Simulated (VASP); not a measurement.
FeRuC4N4: single point with PBE

The system is FeRuC4N4.

```
CELL_PARAMETERS angstrom
5.88435 0.00000 0.00000
0.00000 5.88435 0.00000
0.00000 0.00000 5.88435
ATOMIC_POSITIONS crystal
Fe 0.50000 0.50000 0.50000
Ru 0.00000 0.00000 0.00000
C 0.18603 0.18603 0.18603
C 0.18603 0.81397 0.81397
C 0.81397 0.18603 0.81397
C 0.81397 0.81397 0.18603
N 0.30082 0.30082 0.30082
N 0.30082 0.69918 0.69918
N 0.69918 0.30082 0.69918
N 0.69918 0.69918 0.30082
```

```json
{"Program": "VASP 6.6.1", "Task": "single point", "Functional": "PBE", "Potentials or basis": "VASP PAW PBE potentials, release 64 (Fe, Ru_pv, C, N)", "Cutoff": "520 eV", "k mesh": "4 × 4 × 4", "Occupations": "gaussian, width 0.1 eV", "Spin": "collinear spin, ferromagnetic start", "Starting moments": "[4.0, 1.0, 0.0, 0.0, 0.0, 0.0, 0.0, 0.0, 0.0, 0.0] μB"}
```

```json
{
  "Pressure": "1.6 GPa",
  "Largest force": "2.930 eV/Å",
  "Band gap on the k mesh": "0.02 eV",
  "Net moment": "2.00 μB per cell",
  "Site moments": "Fe +3.47; Ru -0.71; C -0.01; N -0.06 μB",
  "Valence electrons inside the program's atomic spheres": "Fe 6.72; Ru 13.00; C 2.62; N 3.88"
}
```

Forces on the atoms (eV/Å):
```
Fe   0.000  0.000  0.000
Ru   0.000  0.000  0.000
C   -0.488 -0.488 -0.488
C   -0.488  0.488  0.488
C    0.488 -0.488  0.488
C    0.488  0.488 -0.488
N    1.692  1.692  1.692
N    1.692 -1.692 -1.692
N   -1.692  1.692 -1.692
N   -1.692 -1.692  1.692
```

Levels at points of the mesh, in eV from the valence-band top:
Spin up:
```tsv
k point	band 27	band 28	band 29	band 30	band 31	band 32	band 33	band 34
(0.00, 0.00, 0.00)	-2.06	-2.06	-1.30	-1.30	0.38	0.38	0.38	4.94
(0.50, 0.00, 0.00)	-2.17	-2.17	-1.43	-1.25	0.63	0.78	0.78	4.32
(0.50, 0.50, 0.00)	-2.14	-2.14	-1.43	-1.24	0.71	0.80	0.80	4.41
(0.50, 0.50, 0.50)	-2.06	-2.06	-1.22	-1.22	0.57	0.57	0.57	4.90
```
Spin down:
| k point | band 26 | band 27 | band 28 | band 29 | band 30 | band 31 |
| --- | --- | --- | --- | --- | --- | --- |
| (0.00, 0.00, 0.00) | -0.29 | -0.29 | -0.29 | 0.28 | 0.28 | 1.16 |
| (0.50, 0.00, 0.00) | -0.67 | -0.15 | -0.15 | 0.03 | 0.70 | 1.17 |
| (0.50, 0.50, 0.00) | -0.61 | 0.00 | 0.00 | 0.02 | 0.73 | 1.18 |
| (0.50, 0.50, 0.50) | -0.05 | -0.05 | -0.05 | 0.30 | 0.31 | 1.13 |

Wall time 3 min on 1 thread of Intel(R) Xeon(R) 6975P-C (Granite Rapids) (shared host), peak memory 0.48 GiB.

Caveat: the smearing spreads over this small gap; a cell with one magnetic atom can't hold antiferromagnetic order, which such compounds often take; forces of over 1 eV/Å act on the atoms, so gaps and moduli don't describe the material at rest. A k mesh can miss the band edges.
